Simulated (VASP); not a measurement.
# TiC in VASP: notebook

Runs on TiC. Level: PBEsol. Tasks: single point.

All numbers are computed with VASP 6.6.1; they aren't measurements. Logs are shortened: lines on timing, memory, paths and dates and some standing lists are left out, and cuts for length are marked.

## Step 1: The cell of the first run

The cell holds a wire or tube with vacuum around it, 2 atoms: a = 9.900 Å, b = 9.300 Å, c = 3.478 Å, α = 90.00°, β = 90.00°, γ = 90.00°.

## Step 2: Single point, PBEsol, collinear spin

INCAR reads:

```
SYSTEM = TiC
  PREC = Accurate
  ENCUT = 520
  EDIFF = 1E-6
  ISMEAR = 0
  SIGMA = 0.05
  LREAL = .FALSE.
  LASPH = .TRUE.
  NELM = 150
  ALGO = Normal
  ISIF = 2
  LWAVE = .FALSE.
  LCHARG = .FALSE.
  ISPIN = 2
  MAGMOM = 1.5 0.5
  LORBIT = 11
  LMAXMIX = 4
  GGA = PS
  NBANDS = 19
```

KPOINTS reads:

```
regular mesh
0
G
  1 1 19
  0 0 0
```

POSCAR reads:

```
TiC
1.0
    9.9000000000      0.0000000000      0.0000000000
    0.0000000000      9.3000000000      0.0000000000
    0.0000000000      0.0000000000      3.4776181492
Ti C
1 1
Direct
    0.4560906799      0.5000000000      0.0000000000
    0.5439093201      0.5000000000      0.5000000000
```

Potentials or basis: VASP PAW PBE potentials, release 64 (Ti_sv, C).

Command:

```console
$ cat potpaw_PBE.64/Ti_sv/POTCAR potpaw_PBE.64/C/POTCAR > POTCAR
$ mpirun -np 1 vasp_std > vasp.out
```

OUTCAR:

```text
SYSTEM = TiC
   PREC = Accurate
   ENCUT = 520
   EDIFF = 1E-6
   ISMEAR = 0
   LREAL = .FALSE.
   LASPH = .TRUE.
   NELM = 150
   ISIF = 2
   ISPIN = 2
   LORBIT = 11
   GGA = PS

 ion  position               nearest neighbor table
   1  0.456  0.500  0.000-   2 1.94   2 1.94
   2  0.544  0.500  0.500-   1 1.94   1 1.94

  LATTYP: Found a simple orthorhombic cell.
 ALAT       =     3.4776181492
 B/A-ratio  =     2.6742441525
 C/A-ratio  =     2.8467760333

  Lattice vectors:

 A1 = (   0.0000000000,   0.0000000000,  -3.4776181492)
 A2 = (   0.0000000000,   9.3000000000,   0.0000000000)
 A3 = (   9.9000000000,   0.0000000000,   0.0000000000)

Analysis of symmetry for initial positions (statically):
=====================================================================
 Subroutine PRICEL returns:
 Original cell was already a primitive cell.

 Routine SETGRP: Setting up the symmetry group for a
 simple orthorhombic supercell.

 Subroutine GETGRP returns: Found  4 space group operations
 (whereof  4 operations were pure point group operations)
 out of a pool of  8 trial point group operations.

The static configuration has the point symmetry C_2v.

Analysis of symmetry for dynamics (positions and initial velocities):
=====================================================================
 Subroutine PRICEL returns:
 Original cell was already a primitive cell.

 Routine SETGRP: Setting up the symmetry group for a
 simple orthorhombic supercell.

 Subroutine GETGRP returns: Found  4 space group operations
 (whereof  4 operations were pure point group operations)
 out of a pool of  8 trial point group operations.

The dynamic configuration has the point symmetry C_2v.

Analysis of structural, dynamic, and magnetic symmetry:
=====================================================================
 Subroutine PRICEL returns:
 Original cell was already a primitive cell.

 Routine SETGRP: Setting up the symmetry group for a
 simple orthorhombic supercell.

 Subroutine GETGRP returns: Found  4 space group operations
 (whereof  4 operations were pure point group operations)
 out of a pool of  8 trial point group operations.

The overall configuration has the point symmetry C_2v.

 Subroutine INISYM returns: Found  4 space group operations
 (whereof  4 operations are pure point group operations),
 and found     1 'primitive' translations

----------------------------------------------------------------------------------------

                                     Primitive cell

  volume of cell :     320.1843

  direct lattice vectors                    reciprocal lattice vectors
     9.900000000  0.000000000  0.000000000     0.101010101  0.000000000  0.000000000
     0.000000000  9.300000000  0.000000000     0.000000000  0.107526882  0.000000000
     0.000000000  0.000000000  3.477618149     0.000000000  0.000000000  0.287553135

  length of vectors
     9.900000000  9.300000000  3.477618149     0.101010101  0.107526882  0.287553135

  position of ions in fractional coordinates (direct lattice)
     0.456090680  0.500000000  0.000000000
     0.543909320  0.500000000  0.500000000

  ion indices of the primitive-cell ions
   primitive index   ion index
                 1           1
                 2           2

----------------------------------------------------------------------------------------

 KPOINTS: regular mesh

Automatic generation of k-mesh.
 Grid dimensions read from file:
 generate k-points for:    1    1   19

 Generating k-lattice:

  Cartesian coordinates                     Fractional coordinates (reciprocal lattice)
     0.101010101  0.000000000  0.000000000     1.000000000  0.000000000  0.000000000
     0.000000000  0.107526882  0.000000000     0.000000000  1.000000000  0.000000000
     0.000000000  0.000000000  0.015134376     0.000000000  0.000000000  0.052631579

  Length of vectors
     0.101010101  0.107526882  0.015134376

  Shift w.r.t. Gamma in fractional coordinates (k-lattice)
     0.000000000  0.000000000  0.000000000

 Subroutine IBZKPT returns following result:
 ===========================================

 Found     10 irreducible k-points:

 Following reciprocal coordinates:
            Coordinates               Weight
  0.000000  0.000000  0.000000      1.000000
  0.000000  0.000000  0.052632      2.000000
  0.000000  0.000000  0.105263      2.000000
  0.000000  0.000000  0.157895      2.000000
  0.000000  0.000000  0.210526      2.000000
  0.000000  0.000000  0.263158      2.000000
  0.000000  0.000000  0.315789      2.000000
  0.000000  0.000000  0.368421      2.000000
  0.000000  0.000000  0.421053      2.000000
  0.000000  0.000000  0.473684      2.000000
   k-points           NKPTS =     10   k-points in BZ     NKDIM =     10   number of bands    NBANDS=     19
   number of dos      NEDOS =    301   number of ions     NIONS =      2
   total plane-waves  NPLWV = 156800
   dimension x,y,z NGX =    80 NGY =   70 NGZ =   28
   dimension x,y,z NGXF=   160 NGYF=  140 NGZF=   56
   ions per type =               1   1
   NGX,Y,Z   is equivalent  to a cutoff of  13.43, 12.51, 13.39 a.u.
   NGXF,Y,Z  is equivalent  to a cutoff of  26.87, 25.03, 26.77 a.u.
 SYSTEM =  TiC
   PREC   = accura    normal or accurate (medium, high low for compatibility)
   ISTART =      0    job   : 0-new  1-cont  2-samecut
   ICHARG =      2    charge: 1-file 2-atom 10-const
   ISPIN  =      2    spin polarized calculation?
   LNONCOLLINEAR =      F non collinear calculations
   LSORBIT =      F    spin-orbit coupling
   LASPH  =      T    aspherical Exc in radial PAW
   ENCUT  =  520.0 eV  38.22 Ry    6.18 a.u.  18.41 17.29  6.47*2*pi/ulx,y,z
   NELM   =    150;   NELMIN=  2; NELMDL= -5     # of ELM steps
   EDIFF  = 0.1E-05   stopping-criterion for ELM
   LREAL  =      F    real-space projection
   EDIFFG = 0.1E-04   stopping-criterion for IOM
   NSW    =      0    number of steps for IOM
   IBRION =     -1    ionic relax: 0-MD 1-quasi-New 2-CG
   NFREE  =      0    steps in history (QN), initial steepest desc. (CG)
   ISIF   =      2    stress and relaxation
   ISYM   =      2    0-nonsym 1-usesym 2-fastsym
   POTIM  = 0.5000    time-step for ionic-motion
   TEBEG  =    0.0;   TEEND  =   0.0 temperature during run
   PSTRESS=    0.0 pullay stress
   NELECT =      16.0000    total number of electrons
   NUPDOWN=      -1.0000    fix difference up-down
   EMIN   =  10.00;   EMAX   =-10.00  energy-range for DOS
   EFERMI =   0.00;   METHOD = LEGACY
   ISMEAR =     0;   SIGMA  =   0.05  broadening in eV -4-tet -1-fermi 0-gaus
   EFERMI_NEDOS =   21; number of points for ismear=-14 and -15
   IALGO  =     38    algorithm
   IMIX   =      4    mixing-type and parameters
     AMIX     =   0.40;   BMIX     =  1.00
     AMIX_MAG =   1.60;   BMIX_MAG =  1.00
  volume/ion in A,a.u.               =     160.09      1080.36
  Fermi-wavevector in a.u.,A,eV,Ry     =   0.602997  1.139498  4.947144  0.363605
  Thomas-Fermi vector in A             =   1.655813
   LORBIT       =     11    0 simple, 1 ext, 2 COOP (PROOUT), +10 PAW based schemes
   GGA     = PS    functional components
   LHFCALC =     F    Hartree Fock is set to
   AEXX    =    0.0000 exact exchange contribution
   IVDW    =     0    specifies the selected vdW correction
   LEPSILON=     F    determine dielectric tensor
   LRPA    =     F    only Hartree local field effects (RPA)
 spin polarized calculation
 Gauss-broadening in eV      SIGMA  =   0.05
  energy-cutoff  :      520.00
  volume of cell :      320.18
 maximum number of plane-waves:      8669
 NGX is ok and might be reduce to    80
   NGX = 37   NGY = 35   NGZ = 13

 number of electron      15.9999993 magnetization       0.0000073

 number of electron      15.9999993 magnetization      -0.0000558

 Free energy of the ion-electron system (eV)
  ---------------------------------------------------
  ext. energy  EPLUGINS =         0.00000000
  ---------------------------------------------------
  free energy    TOTEN  =       -12.73834264 eV

  energy without entropy =      -12.73714785  energy(sigma->0) =      -12.73774524

 E-fermi :  -2.7871     XC(G=0):  -2.1466

 val. band max:       -2.8563855109   @ k =   0.0000   0.0000   0.3684
 cond. band min:      -2.7318775313   @ k =   0.0000   0.0000   0.0000
 fundamental gap:      0.1245079796
 Fermi energy:        -2.7870968793

 spin component 1

 k-point     1 :       0.0000    0.0000    0.0000
  band No.  band energies     occupation
      1     -59.6377      1.00000
      2     -36.4253      1.00000
      3     -36.0505      1.00000
      4     -35.6121      1.00000
      5     -11.2390      1.00000
      6      -4.2768      1.00000
[... 11 lines left out ...]
     18       2.7544      0.00000
     19       2.9054      0.00000
[... 177 lines left out ...]
 k-point    10 :       0.0000    0.0000    0.4737
  band No.  band energies     occupation
      1     -59.6327      1.00000
      2     -36.4184      1.00000
      3     -36.0459      1.00000
      4     -35.7048      1.00000
      5     -10.2203      1.00000
      6      -4.3249      1.00000
[... 11 lines left out ...]
     18       3.8055      0.00000
     19       3.9341      0.00000
 Fermi energy:        -2.7870968793

 spin component 2

 k-point     1 :       0.0000    0.0000    0.0000
  band No.  band energies     occupation
      1     -59.6377      1.00000
      2     -36.4253      1.00000
      3     -36.0506      1.00000
      4     -35.6122      1.00000
      5     -11.2391      1.00000
      6      -4.2769      1.00000
[... 11 lines left out ...]
     18       2.7430      0.00000
     19       2.9049      0.00000
[... 177 lines left out ...]
 k-point    10 :       0.0000    0.0000    0.4737
  band No.  band energies     occupation
      1     -59.6327      1.00000
      2     -36.4184      1.00000
      3     -36.0459      1.00000
      4     -35.7048      1.00000
      5     -10.2203      1.00000
      6      -4.3249      1.00000
[... 11 lines left out ...]
     18       3.8052      0.00000
     19       3.9333      0.00000

------------------------ aborting loop because EDIFF is reached ----------------------------------------

  FORCE on cell =-STRESS in cart. coord.  units (eV):
  Direction    XX          YY          ZZ          XY          YZ          ZX
  --------------------------------------------------------------------------------------
  -------------------------------------------------------------------------------------
  Total       -1.1367643      0.0451822     -6.0932806      0.0000000      0.0000000      0.0000000
  in kB       -5.6882801      0.2260881    -30.4903016      0.0000000      0.0000000      0.0000000
  external PRESSURE =     -11.9841646 kB  Pullay stress =       0.0000000 kB

 VOLUME and BASIS-vectors are now :
 -----------------------------------------------------------------------------
  energy-cutoff  :      520.00
  volume of cell :      320.18
      direct lattice vectors                 reciprocal lattice vectors
     9.900000000  0.000000000  0.000000000     0.101010101  0.000000000  0.000000000
     0.000000000  9.300000000  0.000000000     0.000000000  0.107526882  0.000000000
     0.000000000  0.000000000  3.477618149     0.000000000  0.000000000  0.287553135

 POSITION                                       TOTAL-FORCE (eV/Angst)
 -----------------------------------------------------------------------------------
      4.51530      4.65000      0.00000         1.081264      0.000000      0.000000
      5.38470      4.65000      1.73881        -1.081264      0.000000      0.000000
 -----------------------------------------------------------------------------------
    total drift:                               -0.000119     -0.000000     -0.000000

  FREE ENERGIE OF THE ION-ELECTRON SYSTEM (eV)
  ---------------------------------------------------
  free  energy   TOTEN  =       -12.7383426417 eV

  energy  without entropy=      -12.7371478473  energy(sigma->0) =      -12.73774524

 total charge

# of ion       s       p       d       tot
------------------------------------------
    1        2.186   6.098   2.055  10.339
    2        0.933   1.332   0.000   2.265
--------------------------------------------------
tot          3.119   7.430   2.055  12.604

 magnetization (x)

# of ion       s       p       d       tot
------------------------------------------
    1       -0.000  -0.000  -0.000  -0.000
    2       -0.000  -0.000   0.000  -0.000
--------------------------------------------------
tot         -0.000  -0.000  -0.000  -0.000
```

Run time: 3 min. Hardware: 1 thread of AMD EPYC 9R45 (Zen 5), shared host; peak memory 0.51 GiB.

Results:

| Quantity | Value |
| --- | --- |
| Free energy | -12.7383 eV |
| Largest force | 1.081 eV/Å |
| Band gap on the k mesh | 0.12 eV (least direct gap 0.72 eV) |
| Net moment | 0.00 μB per cell |
| Valence electrons inside the program's atomic spheres | Ti 10.34; C 2.27 |

Forces on the atoms (eV/Å):
```
Ti   1.081  0.000  0.000
C   -1.081  0.000  0.000
```

Caveat: the PAW data sets were made with another functional, which shifts forces and pressure a little.

## Step 3: Single point, PBEsol, collinear spin

This run uses another cell than the first one.

INCAR reads:

```
SYSTEM = TiC
ALGO = Normal
EDIFF = 1E-6
ENCUT = 520
GGA = PS
ISIF = 2
ISMEAR = 0
ISPIN = 2
LASPH = .True.
LCHARG = .False.
LMAXMIX = 4
LORBIT = 11
LREAL = .False.
LWAVE = .False.
MAGMOM = 1.5 0.5
NBANDS = 19
NELM = 150
PREC = Accurate
SIGMA = 0.05
```

KPOINTS reads:

```
k-points
0
Gamma
  1 1 31
  0 0 0
```

POSCAR reads:

```
TiC
1.0
   10.7000000000      0.0000000000      0.0000000000
    0.0000000000      9.3000000000      0.0000000000
    0.0000000000      0.0000000000      2.0479306879
Ti C
1 1
Direct
    0.4187472395      0.5000000000      0.0000000000
    0.5812527605      0.5000000000      0.5000000000
```

Potentials or basis: VASP PAW PBE potentials, release 64 (Ti_sv, C).

Command:

```console
$ cat potpaw_PBE.64/Ti_sv/POTCAR potpaw_PBE.64/C/POTCAR > POTCAR
$ mpirun -np 1 vasp_std > vasp.out
```

It took 2.1 min on 1 thread of AMD EPYC 9R45 (Zen 5), shared host; peak memory 0.36 GiB.

It converged, with:

```yaml
Free_energy: -11.7654 eV
Largest_force: 0.014 eV/Å
Net_moment: 0.06 μB per cell
Valence_electrons_inside_the_program's_atomic_spheres: Ti 10.91; C 2.16
```

Forces in eV/Å, atoms in the order of the input:
```
Ti   0.014  0.000  0.000
C   -0.014  0.000  0.000
```

Levels at points of the mesh, in eV from the Fermi level:
Spin up:
```tsv
k point	band 5	band 6	band 7	band 8	band 9	band 10	band 11	band 12
(0.00, 0.00, 0.00)	-11.12	-2.75	-2.64	-1.57	-0.66	0.71	0.73	3.67
```
Spin down:
| k point | band 6 | band 7 | band 8 | band 9 | band 10 | band 11 |
| --- | --- | --- | --- | --- | --- | --- |
| (0.00, 0.00, 0.00) | -2.75 | -2.62 | -1.53 | -0.65 | 0.77 | 0.88 |

Caveat: the PAW data sets were made with another functional, which shifts forces and pressure a little.

The gap in the log of VASP goes by the Fermi energy; the results here count the filled bands.